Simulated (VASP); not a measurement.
# C (Imma) in VASP: single point with r2SCAN

Aim: the single point of C with r2SCAN.

Everything below comes from runs of VASP 6.6.1. Logs are shortened: lines on timing, memory, paths and dates and some standing lists are left out, and cuts for length are marked.

## (1) The cell of the first run

The structure is orthorhombic, space group Imma (No. 74). Conventional cell: a = 2.467 Å, b = 2.568 Å, c = 3.560 Å, α = 90.00°, β = 90.00°, γ = 90.00°. Within 2.0 Å of C (site symmetry mm2) lie 4 C at 1.52 to 1.56 Å.

## (2) Single point, r2SCAN (shear xy strain +4.0%)

Contents of POSCAR:

```
C
1.0
    0.0356024828      1.7801241423      1.7801241423
    1.7801241423      0.0356024828      1.7801241423
    1.8157266251      1.8157266251      0.0000000000
C
2
Direct
    0.0003241745      0.0003241745     -0.0003241745
    0.2496758255      0.2496758255      0.2503241745
```

Contents of INCAR.step1:

```
PREC = Accurate
ENCUT = 910
ISMEAR = 0
SIGMA = 0.01
LREAL = False
LASPH = True
NELM = 120
NBANDS = 11
GGA = PE
ALGO = Normal
EDIFF = 1E-5
LWAVE = True
LCHARG = False
GGA_COMPAT = False
```

Contents of INCAR.step2:

```
PREC = Accurate
ENCUT = 910
EDIFF = 1E-6
ISMEAR = 0
SIGMA = 0.01
LREAL = False
LASPH = True
NELM = 120
ALGO = Normal
ISIF = 2
LWAVE = False
LCHARG = False
METAGGA = R2SCAN
LMIXTAU = True
NBANDS = 11
ISTART = 1
GGA_COMPAT = False
```

Contents of KPOINTS:

```
regular mesh
0
Gamma
  12 12 12
```

Potentials or basis: VASP PAW PBE potentials, release 64 (C_h).

The run is started by

```console
> cat potpaw_PBE.64/C_h/POTCAR > POTCAR
> cp INCAR.step1 INCAR
> mpirun -np 1 vasp_std > vasp.out
> cp INCAR.step2 INCAR
> mpirun -np 1 vasp_std > vasp.out
```

OUTCAR:

```text
PREC = Accurate
   ENCUT = 910
   EDIFF = 1E-6
   ISMEAR = 0
   LREAL = False
   LASPH = True
   NELM = 120
   ISIF = 2
   METAGGA = R2SCAN
   ISTART = 1

 ion  position               nearest neighbor table
   1  0.000  0.000  1.000-   2 1.52   2 1.52
   2  0.250  0.250  0.250-   1 1.52   1 1.52

  LATTYP: Found a body centered orthorhombic cell.
 ALAT       =     2.4671261907
 B/A-ratio  =     1.0408163265
 C/A-ratio  =     1.4430750636

  Lattice vectors:

 A1 = (   1.7801241423,   0.0356024828,  -1.7801241423)
 A2 = (  -1.7801241423,  -0.0356024828,  -1.7801241423)
 A3 = (   0.0356024828,   1.7801241423,   1.7801241423)

Analysis of symmetry for initial positions (statically):
=====================================================================
 Subroutine PRICEL returns:
 Original cell was already a primitive cell.

 Routine SETGRP: Setting up the symmetry group for a
 body centered orthorhombic supercell.

 Subroutine GETGRP returns: Found  8 space group operations
 (whereof  4 operations were pure point group operations)
 out of a pool of  8 trial point group operations.

The static configuration has the point symmetry C_2v.
 The point group associated with its full space group is D_2h.

Analysis of symmetry for dynamics (positions and initial velocities):
=====================================================================
 Subroutine PRICEL returns:
 Original cell was already a primitive cell.

 Routine SETGRP: Setting up the symmetry group for a
 body centered orthorhombic supercell.

 Subroutine GETGRP returns: Found  8 space group operations
 (whereof  4 operations were pure point group operations)
 out of a pool of  8 trial point group operations.

The dynamic configuration has the point symmetry C_2v.
 The point group associated with its full space group is D_2h.

 Subroutine INISYM returns: Found  8 space group operations
 (whereof  4 operations are pure point group operations),
 and found     1 'primitive' translations

----------------------------------------------------------------------------------------

                                     Primitive cell

  volume of cell :      11.2774

  direct lattice vectors                    reciprocal lattice vectors
     0.035602483  1.780124142  1.780124142    -0.286611517  0.286611517  0.280879287
     1.780124142  0.035602483  1.780124142     0.286611517 -0.286611517  0.280879287
     1.815726625  1.815726625  0.000000000     0.275371850  0.275371850 -0.280879287

  length of vectors
     2.517727440  2.517727440  2.567825219     0.493138416  0.493138416  0.480158813

  position of ions in fractional coordinates (direct lattice)
     0.000324175  0.000324175  0.999675825
     0.249675825  0.249675825  0.250324175

  ion indices of the primitive-cell ions
   primitive index   ion index
                 1           1
                 2           2

----------------------------------------------------------------------------------------

 KPOINTS: regular mesh

Automatic generation of k-mesh.
 Grid dimensions read from file:
 generate k-points for:   12   12   12

 Generating k-lattice:

  Cartesian coordinates                     Fractional coordinates (reciprocal lattice)
    -0.023884293  0.023884293  0.023406607     0.083333333 -0.000000000  0.000000000
     0.023884293 -0.023884293  0.023406607    -0.000000000  0.083333333  0.000000000
     0.022947654  0.022947654 -0.023406607     0.000000000  0.000000000  0.083333333

  Length of vectors
     0.041094868  0.041094868  0.040013234

  Shift w.r.t. Gamma in fractional coordinates (k-lattice)
     0.000000000  0.000000000  0.000000000

 Subroutine IBZKPT returns following result:
 ===========================================

 Found    280 irreducible k-points:

 Following reciprocal coordinates:
            Coordinates               Weight
  0.000000  0.000000  0.000000      1.000000
  0.083333  0.000000  0.000000      4.000000
  0.166667 -0.000000  0.000000      4.000000
  0.250000 -0.000000  0.000000      4.000000
  0.333333 -0.000000  0.000000      4.000000
  0.416667 -0.000000  0.000000      4.000000
[... 16 lines left out ...]
  0.500000  0.166667  0.000000      4.000000
 -0.416667  0.166667  0.000000      4.000000
 [... further k-points ...]
   k-points           NKPTS =    280   k-points in BZ     NKDIM =    280   number of bands    NBANDS=     11
   number of dos      NEDOS =    301   number of ions     NIONS =      2
   total plane-waves  NPLWV =  21952
   dimension x,y,z NGX =    28 NGY =   28 NGZ =   28
   dimension x,y,z NGXF=    56 NGYF=   56 NGZF=   56
   ions per type =               2
   NGX,Y,Z   is equivalent  to a cutoff of  18.49, 18.49, 18.13 a.u.
   NGXF,Y,Z  is equivalent  to a cutoff of  36.98, 36.98, 36.26 a.u.
 SYSTEM =  unknown system
   PREC   = accura    normal or accurate (medium, high low for compatibility)
   ISTART =      1    job   : 0-new  1-cont  2-samecut
   ICHARG =      0    charge: 1-file 2-atom 10-const
   ISPIN  =      1    spin polarized calculation?
   LNONCOLLINEAR =      F non collinear calculations
   LSORBIT =      F    spin-orbit coupling
   LASPH  =      T    aspherical Exc in radial PAW
   ENCUT  =  910.0 eV  66.88 Ry    8.18 a.u.   6.19  6.19  6.32*2*pi/ulx,y,z
   NELM   =    120;   NELMIN=  2; NELMDL=  0     # of ELM steps
   EDIFF  = 0.1E-05   stopping-criterion for ELM
   LREAL  =      F    real-space projection
   EDIFFG = 0.1E-04   stopping-criterion for IOM
   NSW    =      0    number of steps for IOM
   IBRION =     -1    ionic relax: 0-MD 1-quasi-New 2-CG
   NFREE  =      0    steps in history (QN), initial steepest desc. (CG)
   ISIF   =      2    stress and relaxation
   ISYM   =      2    0-nonsym 1-usesym 2-fastsym
   POTIM  = 0.5000    time-step for ionic-motion
   TEBEG  =    0.0;   TEEND  =   0.0 temperature during run
   PSTRESS=    0.0 pullay stress
   NELECT =       8.0000    total number of electrons
   NUPDOWN=      -1.0000    fix difference up-down
   EMIN   =  10.00;   EMAX   =-10.00  energy-range for DOS
   EFERMI =   0.00;   METHOD = LEGACY
   ISMEAR =     0;   SIGMA  =   0.01  broadening in eV -4-tet -1-fermi 0-gaus
   EFERMI_NEDOS =   21; number of points for ismear=-14 and -15
   IALGO  =     38    algorithm
   IMIX   =      4    mixing-type and parameters
     AMIX     =   0.40;   BMIX     =  1.00
     AMIX_MAG =   1.60;   BMIX_MAG =  1.00
  volume/ion in A,a.u.               =       5.64        38.05
  Fermi-wavevector in a.u.,A,eV,Ry     =   1.460055  2.759103 29.004351  2.131760
  Thomas-Fermi vector in A             =   2.576549
   LORBIT       =      0    0 simple, 1 ext, 2 COOP (PROOUT), +10 PAW based schemes
   METAGGA = R2SCAN    functional components
   LHFCALC =     F    Hartree Fock is set to
   AEXX    =    0.0000 exact exchange contribution
   IVDW    =     0    specifies the selected vdW correction
   LEPSILON=     F    determine dielectric tensor
   LRPA    =     F    only Hartree local field effects (RPA)
 non-spin polarized calculation
 Gauss-broadening in eV      SIGMA  =   0.01
  energy-cutoff  :      910.00
  volume of cell :       11.28
 maximum number of plane-waves:       717
 NGX is ok and might be reduce to    28
   NGX = 13   NGY = 13   NGZ = 13

 number of electron       8.0000000 magnetization

 Free energy of the ion-electron system (eV)
  ---------------------------------------------------
  ext. energy  EPLUGINS =         0.00000000
  ---------------------------------------------------
  free energy    TOTEN  =       -19.68639232 eV

  energy without entropy =      -19.68639232  energy(sigma->0) =      -19.68639232

 E-fermi :  11.1707     XC(G=0): -14.3020

 val. band max:       11.0509312572   @ k =   0.0000   0.0000   0.0000
 cond. band min:      15.1712756300   @ k =   0.4167   0.4167   0.0000
 fundamental gap:      4.1203443728
 Fermi energy:        11.1706699879

 k-point     1 :       0.0000    0.0000    0.0000
  band No.  band energies     occupation
      1     -11.7545      2.00000
      2      10.9687      2.00000
      3      10.9688      2.00000
      4      11.0509      2.00000
      5      16.3093      0.00000
      6      16.8032      0.00000
      7      17.4996      0.00000
      8      25.1125      0.00000
      9      31.5133      0.00000
     10      38.4187      0.00000
     11      38.4676      0.00000

 k-point     2 :       0.0833    0.0000    0.0000
  band No.  band energies     occupation
      1     -11.5471      2.00000
      2       9.8105      2.00000
      3      10.5872      2.00000
      4      10.6200      2.00000
      5      16.8156      0.00000
      6      17.3242      0.00000
      7      18.0341      0.00000
      8      25.3318      0.00000
      9      31.8694      0.00000
     10      36.1014      0.00000
     11      36.4419      0.00000

 k-point     3 :       0.1667   -0.0000    0.0000
  band No.  band energies     occupation
      1     -10.9273      2.00000
      2       7.1986      2.00000
      3       9.7914      2.00000
      4       9.8148      2.00000
      5      17.8877      0.00000
      6      18.2941      0.00000
      7      18.9524      0.00000
      8      25.9263      0.00000
      9      32.5329      0.00000
     10      34.2734      0.00000
     11      34.8968      0.00000
[... 267 lines left out ...]
 k-point    23 :       0.5000    0.1667    0.0000
  band No.  band energies     occupation
      1      -5.6059      2.00000
      2      -1.5476      2.00000
      3       5.5219      2.00000
      4       6.5298      2.00000
      5      18.0197      0.00000
      6      22.1213      0.00000
      7      22.7192      0.00000
      8      26.9971      0.00000
      9      32.4015      0.00000
     10      36.3196      0.00000
     11      38.4341      0.00000

 k-point    24 :      -0.4167    0.1667    0.0000
  band No.  band energies     occupation
      1      -5.0060      2.00000
      2      -2.2780      2.00000
      3       5.0623      2.00000
      4       6.9778      2.00000
      5      18.4773      0.00000
      6      21.5322      0.00000
      7      22.6407      0.00000
      8      27.8132      0.00000
      9      31.8908      0.00000
     10      35.7893      0.00000
     11      37.3518      0.00000

 [... further k-points ...]

------------------------ aborting loop because EDIFF is reached ----------------------------------------

  FORCE on cell =-STRESS in cart. coord.  units (eV):
  Direction    XX          YY          ZZ          XY          YZ          ZX
  --------------------------------------------------------------------------------------
  -------------------------------------------------------------------------------------
  Total        0.0224995      0.0224995     -0.0528995     -1.6553949      0.0000000      0.0000000
  in kB        3.1965107      3.1965107     -7.5154452   -235.1825459      0.0000000      0.0000000
  external PRESSURE =      -0.3741413 kB  Pullay stress =       0.0000000 kB

 VOLUME and BASIS-vectors are now :
 -----------------------------------------------------------------------------
  energy-cutoff  :      910.00
  volume of cell :       11.28
      direct lattice vectors                 reciprocal lattice vectors
     0.035602483  1.780124142  1.780124142    -0.286611517  0.286611517  0.280879287
     1.780124142  0.035602483  1.780124142     0.286611517 -0.286611517  0.280879287
     1.815726625  1.815726625  0.000000000     0.275371850  0.275371850 -0.280879287

 POSITION                                       TOTAL-FORCE (eV/Angst)
 -----------------------------------------------------------------------------------
      1.81573      1.81573      0.00115        -0.000000     -0.000000     -0.004485
      0.90786      0.90786      0.88891         0.000000      0.000000      0.004485
 -----------------------------------------------------------------------------------
    total drift:                               -0.000000     -0.000000     -0.000000

  FREE ENERGIE OF THE ION-ELECTRON SYSTEM (eV)
  ---------------------------------------------------
  free  energy   TOTEN  =       -19.6863923200 eV

  energy  without entropy=      -19.6863923200  energy(sigma->0) =      -19.68639232
```

Wall time 3.1 min (1 thread of Intel Xeon Platinum 8488C (Sapphire Rapids), shared host); peak memory 0.19 GiB.

What came out:

- Free energy: -19.6864 eV
- Pressure: 0.0 GPa
- Largest force: 0.004 eV/Å
- Band gap on the k mesh: 4.12 eV (least direct gap 5.26 eV)

Forces on the atoms (eV/Å):
```
C    0.000  0.000 -0.004
C    0.000  0.000  0.004
```

Caveat: the cell differs from its parent crystal (shear xy strain +4.0%); the cutoff is under 1.25 times the usual one of these potentials, so pressure, stress and relaxed cells hold a basis-set (Pulay) error; the PAW data sets were made with another functional, which shifts forces and pressure a little.
